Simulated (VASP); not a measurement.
# Ca in VASP: single point with PBE

Aim: the single point of Ca with PBE.

Program: VASP 6.6.1. These are calculated values, not measurements. Logs are shortened: lines on timing, memory, paths and dates and some standing lists are left out, and cuts for length are marked.

**1. The cell of the first run**

The cell holds a slab with vacuum, 4 atoms: a = 3.846 Å, b = 3.846 Å, c = 24.563 Å, α = 90.00°, β = 90.00°, γ = 113.94°.

**2. Single point, PBE**

File INCAR:

```
SYSTEM = Ca
PREC = Accurate
ENCUT = 520
EDIFF = 1E-7
ISMEAR = -1
SIGMA = 0.05
LREAL = .FALSE.
LASPH = .TRUE.
NELM = 80
ALGO = Normal
ISIF = 2
LWAVE = .FALSE.
LCHARG = .FALSE.
GGA = PE
NBANDS = 28
```

File KPOINTS:

```
Automatic mesh
0
G
  8 8 1
  0 0 0
```

File POSCAR:

```
Ca
1.0
    3.8460739625      0.0000000000      0.0000000000
   -1.5604914631      3.5152740033      0.0000000000
    0.0000000000      0.0000000000     24.5634691924
Ca
4
Direct
    0.1372894880      0.8627105120      0.3053314636
    0.5621491467      0.4378508533      0.4351104879
    0.9870088054      0.0129911946      0.5648895121
    0.4118684641      0.5881315359      0.6946685364
```

Potentials or basis: VASP PAW PBE potentials, release 64 (Ca_sv).

The run is started by

```bash
$ cat potpaw_PBE.64/Ca_sv/POTCAR > POTCAR
$ mpirun -np 1 vasp_std > vasp.out
```

OUTCAR:

```text
SYSTEM = Ca
   PREC = Accurate
   ENCUT = 520
   EDIFF = 1E-7
   ISMEAR = -1
   LREAL = .FALSE.
   LASPH = .TRUE.
   NELM = 80
   ISIF = 2
   GGA = PE

 ion  position               nearest neighbor table
   1  0.137  0.863  0.305-
   2  0.562  0.438  0.435-
   3  0.987  0.013  0.565-
   4  0.412  0.588  0.695-

  LATTYP: Found a base centered orthorhombic cell.
 ALAT       =     4.1929749200
 B/A-ratio  =     1.5380210534
 C/A-ratio  =     5.8582437675

  Lattice vectors:

 A1 = (   3.8460739625,   0.0000000000,   0.0000000000)
 A2 = (  -1.5604914631,   3.5152740033,   0.0000000000)
 A3 = (   0.0000000000,   0.0000000000,  24.5634691924)

Analysis of symmetry for initial positions (statically):
=====================================================================
 Subroutine PRICEL returns:
 Original cell was already a primitive cell.

 Routine SETGRP: Setting up the symmetry group for a
 base centered orthorhombic supercell.

 Subroutine GETGRP returns: Found  4 space group operations
 (whereof  2 operations were pure point group operations)
 out of a pool of  8 trial point group operations.

The static configuration has the point symmetry C_1h.
 The point group associated with its full space group is C_2h.

Analysis of symmetry for dynamics (positions and initial velocities):
=====================================================================
 Subroutine PRICEL returns:
 Original cell was already a primitive cell.

 Routine SETGRP: Setting up the symmetry group for a
 base centered orthorhombic supercell.

 Subroutine GETGRP returns: Found  4 space group operations
 (whereof  2 operations were pure point group operations)
 out of a pool of  8 trial point group operations.

The dynamic configuration has the point symmetry C_1h.
 The point group associated with its full space group is C_2h.

 Subroutine INISYM returns: Found  4 space group operations
 (whereof  2 operations are pure point group operations),
 and found     1 'primitive' translations

----------------------------------------------------------------------------------------

                                     Primitive cell

  volume of cell :     332.0982

  direct lattice vectors                    reciprocal lattice vectors
[... 82 lines left out ...]
   LNONCOLLINEAR =      F non collinear calculations
   LSORBIT =      F    spin-orbit coupling
   LASPH  =      T    aspherical Exc in radial PAW
   ENCUT  =  520.0 eV  38.22 Ry    6.18 a.u.   7.15  7.15 45.67*2*pi/ulx,y,z
   NELM   =     80;   NELMIN=  2; NELMDL= -5     # of ELM steps
   EDIFF  = 0.1E-06   stopping-criterion for ELM
   LREAL  =      F    real-space projection
   EDIFFG = 0.1E-05   stopping-criterion for IOM
   NSW    =      0    number of steps for IOM
   IBRION =     -1    ionic relax: 0-MD 1-quasi-New 2-CG
   NFREE  =      0    steps in history (QN), initial steepest desc. (CG)
   ISIF   =      2    stress and relaxation
   ISYM   =      2    0-nonsym 1-usesym 2-fastsym
   POTIM  = 0.5000    time-step for ionic-motion
   TEBEG  =    0.0;   TEEND  =   0.0 temperature during run
   PSTRESS=    0.0 pullay stress
   NELECT =      40.0000    total number of electrons
   NUPDOWN=      -1.0000    fix difference up-down
   EMIN   =  10.00;   EMAX   =-10.00  energy-range for DOS
   EFERMI =   0.00;   METHOD = LEGACY
   ISMEAR =    -1;   SIGMA  =   0.05  broadening in eV -4-tet -1-fermi 0-gaus
   EFERMI_NEDOS =   21; number of points for ismear=-14 and -15
   IALGO  =     38    algorithm
   IMIX   =      4    mixing-type and parameters
     AMIX     =   0.40;   BMIX     =  1.00
     AMIX_MAG =   1.60;   BMIX_MAG =  1.00
  volume/ion in A,a.u.               =      83.02       560.28
  Fermi-wavevector in a.u.,A,eV,Ry     =   0.808486  1.527818  8.893449  0.653650
  Thomas-Fermi vector in A             =   1.917301
   LORBIT       =      0    0 simple, 1 ext, 2 COOP (PROOUT), +10 PAW based schemes
   GGA     = PE    functional components
   LHFCALC =     F    Hartree Fock is set to
   AEXX    =    0.0000 exact exchange contribution
   IVDW    =     0    specifies the selected vdW correction
   LEPSILON=     F    determine dielectric tensor
   LRPA    =     F    only Hartree local field effects (RPA)
 non-spin polarized calculation
  energy-cutoff  :      520.00
  volume of cell :      332.10
 maximum number of plane-waves:      8980
 NGX is ok and might be reduce to    30
   NGX = 15   NGY = 15   NGZ = 91

 number of electron      40.0000003 magnetization

 Free energy of the ion-electron system (eV)
  ---------------------------------------------------
  ext. energy  EPLUGINS =         0.00000000
  ---------------------------------------------------
  free energy    TOTEN  =        -6.91142901 eV

  energy without entropy =       -6.86349541  energy(sigma->0) =       -6.88746221

 E-fermi :  -0.3119     XC(G=0):  -4.6591

 val. band max:       -0.3451556009   @ k =  -0.1250   0.1250   0.0000
 cond. band min:      -0.2945874202   @ k =   0.5000   0.0000   0.0000
 fundamental gap:      0.0505681807
 Fermi energy:        -0.3118820700

 k-point     1 :       0.0000    0.0000    0.0000
  band No.  band energies     occupation
      1     -42.8203      2.00000
      2     -42.8203      2.00000
      3     -42.4085      2.00000
      4     -42.4021      2.00000
      5     -23.8559      2.00000
      6     -23.8556      2.00000
[... 640 lines left out ...]
     27       1.5498      0.00000
     28       1.6466      0.00000

------------------------ aborting loop because EDIFF is reached ----------------------------------------

  FORCE on cell =-STRESS in cart. coord.  units (eV):
  Direction    XX          YY          ZZ          XY          YZ          ZX
  --------------------------------------------------------------------------------------
  -------------------------------------------------------------------------------------
  Total       -0.1875805     -0.6564623     -0.7890986     -0.5281183      0.0441751     -0.0679423
  in kB       -0.9049648     -3.1670422     -3.8069337     -2.5478583      0.2131188     -0.3277813
  external PRESSURE =      -2.6263136 kB  Pullay stress =       0.0000000 kB

 VOLUME and BASIS-vectors are now :
 -----------------------------------------------------------------------------
  energy-cutoff  :      520.00
  volume of cell :      332.10
      direct lattice vectors                 reciprocal lattice vectors
     3.846073963  0.000000000  0.000000000     0.260005400  0.115420934  0.000000000
    -1.560491463  3.515274003  0.000000000     0.000000000  0.284472846  0.000000000
     0.000000000  0.000000000 24.563469192     0.000000000  0.000000000  0.040710862

 POSITION                                       TOTAL-FORCE (eV/Angst)
 -----------------------------------------------------------------------------------
     -0.81823      3.03266      7.50000         0.008291     -0.005391      0.100206
      1.47880      1.53917     10.68782        -0.003750      0.002438     -0.062555
      3.77584      0.04567     13.87565         0.003750     -0.002438      0.062555
      0.66630      2.06744     17.06347        -0.008291      0.005391     -0.100206
 -----------------------------------------------------------------------------------
    total drift:                                0.000000     -0.000000     -0.000002

  FREE ENERGIE OF THE ION-ELECTRON SYSTEM (eV)
  ---------------------------------------------------
  free  energy   TOTEN  =        -6.9114290145 eV

  energy  without entropy=       -6.8634954094  energy(sigma->0) =       -6.88746221
```

stdout:

```text
POSCAR found type information on POSCAR Ca
 POSCAR found :  1 types and       4 ions
 scaLAPACK will be used
 LDA part: xc-table for (Slater+PW92), standard interpolation
 POSCAR, INCAR and KPOINTS ok, starting setup
 FFT: planning ... GRIDC
 FFT: planning ... GRID_SOFT
 FFT: planning ... GRID
 WAVECAR not read
 entering main loop
```

Wall time 9.5 min (1 thread of AMD EPYC 7R43 (Zen 3), shared host); peak memory 0.45 GiB.

Results:

```yaml
Free_energy: -6.9114 eV
Largest_force: 0.101 eV/Å
Band_gap_on_the_k_mesh: zero (bands 20 and 21 overlap by 0.26 eV)
```

Forces in eV/Å, atoms in the order of the input:
```
Ca   0.008 -0.005  0.100
Ca  -0.004  0.002 -0.063
Ca   0.004 -0.002  0.063
Ca  -0.008  0.005 -0.100
```

Levels at points of the mesh, in eV from the Fermi level:
| k point | band 16 | band 17 | band 18 | band 19 | band 20 | band 21 | band 22 | band 23 | band 24 | band 25 |
| --- | --- | --- | --- | --- | --- | --- | --- | --- | --- | --- |
| (0.00, 0.00, 0.00) | -23.01 | -3.86 | -3.37 | -2.57 | -1.60 | -0.09 | 0.39 | 0.89 | 1.47 | 1.61 |
| (0.50, 0.00, 0.00) | -23.03 | -1.03 | -0.97 | -0.77 | -0.70 | 0.02 | 0.25 | 0.56 | 0.66 | 0.68 |
| (0.50, 0.50, 0.00) | -23.05 | -0.84 | -0.50 | -0.29 | -0.21 | -0.09 | 0.14 | 0.25 | 0.84 | 0.84 |

Caveat: there is no dipole correction, which matters where the two faces differ.

The gap in the log of VASP goes by the Fermi energy; the results here count the filled bands.